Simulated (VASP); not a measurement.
Crystal: SiC.

```
Si C
1.0
     3.21921    0.00000    0.00000
     0.00000    3.21921    0.00000
     0.00000    0.00000    4.06775
Si C
2 2
Direct
  0.00000 0.50000 0.23510
  0.50000 0.00000 0.76490
  0.00000 0.00000 0.00000
  0.50000 0.50000 0.00000
```

| Item | Value |
| --- | --- |
| Program | VASP 6.6.1 |
| Task | relaxation of cell and atoms |
| Functional | r2SCAN |
| Potentials or basis | VASP PAW PBE potentials, release 64 (Si, C) |
| Cutoff | 600 eV |
| k mesh | 6 × 6 × 4 |
| Occupations | gaussian, width 0.1 eV |
| Spin | no spin polarisation |

At the start: pressure 32.1 GPa; volume 10.54 Å³/atom.

Question: How do energy, volume and symmetry change on relaxing?

Answer: Over 16 steps the energy falls by 186.3 meV/atom and the volume is 11.66 Å³/atom (+10.7 %); space group P4/nmm (No. 129, to 0.05 Å).

Step by step:
```
step  energy change (eV)  largest force (eV/Å)  pressure (GPa)  volume (Å³)
   1              0.0000                2.7906           32.09        42.16
   2              0.1543                2.3038          -20.00        56.38
   3             -0.6711                0.0200           -1.05        48.10
   4             -0.6721                0.0907           -0.26        47.89
   5             -0.6721                0.1311            0.19        47.77
   6             -0.7006                0.1348           -0.43        47.86
   7             -0.7269                0.1342           -2.55        48.06
   8             -0.5741                0.0727           -5.16        48.14
   9             -0.7219                0.2925           -3.44        48.12
  10             -0.7314                0.0579           -3.03        48.08
  11             -0.7345                0.0224           -0.17        47.04
  12             -0.7378                0.0325           -1.41        47.47
  13             -0.7417                0.1609           -0.14        47.06
  14             -0.7418                0.1816            0.00        47.02
  15             -0.7436                0.1223           -0.10        46.90
  16             -0.7450                0.0112           -0.27        46.65
```

Final structure:
```
CELL_PARAMETERS angstrom
3.24879 0.00000 0.00000
0.00000 3.24879 0.00000
0.00000 0.00000 4.41975
ATOMIC_POSITIONS crystal
Si 0.00000 0.50000 0.26062
Si 0.50000 0.00000 0.73938
C 0.00000 0.00000 0.00000
C 0.50000 0.50000 0.00000
```

Caveat: the k points lie up to 0.36 Å⁻¹ apart in the final cell; the PAW data sets were made with another functional, which shifts forces and pressure a little.
